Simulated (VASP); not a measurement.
A run of VASP 6.6.1:

File INCAR:

```
ALGO = Normal
EDIFF = 1E-6
ENCUT = 520
GGA = CA
ISIF = 2
ISMEAR = 0
LASPH = True
LCHARG = False
LREAL = False
LWAVE = False
NBANDS = 36
NELM = 100
PREC = Accurate
SIGMA = 0.05
```

Contents of KPOINTS:

```
k-points
0
Gamma
  8 8 4
```

The input POSCAR:

```
AlGaN2
1.0
    3.1152864652      0.0000000000      0.0000000000
    0.0000000000      3.1152864652      0.0000000000
    0.0000000000      0.0000000000      8.7686604219
Al Ga N
2 2 4
Direct
    0.5000000000      0.5000000000      0.2500000000
    0.5000000000      0.5000000000      0.7500000000
    0.0000000000      0.0000000000      0.0066723117
    0.0000000000      0.0000000000      0.4933276883
    0.5000000000      0.0000000000      0.3999618204
    0.5000000000      0.0000000000      0.8400895052
    0.0000000000      0.5000000000      0.1000381796
    0.0000000000      0.5000000000      0.6599104948
```

Potentials or basis: VASP PAW LDA potentials, release 64 (Al, Ga_d, N).

The run is started by

```bash
$ cat potpaw_LDA.64/Al/POTCAR potpaw_LDA.64/Ga_d/POTCAR potpaw_LDA.64/N/POTCAR > POTCAR
$ mpirun -np 1 vasp_std > vasp.out
```

Hardware: 1 thread of Intel(R) Xeon(R) Platinum 8259CL CPU @ 2.50GHz (Skylake/Cascade Lake), on a shared host.

Q: How long does it take, and how much memory?

A: It took 110 s on 1 thread of Intel(R) Xeon(R) Platinum 8259CL CPU @ 2.50GHz (Skylake/Cascade Lake) (shared host), peak memory 0.24 GiB. Counts: scf iterations 15, k points 45.
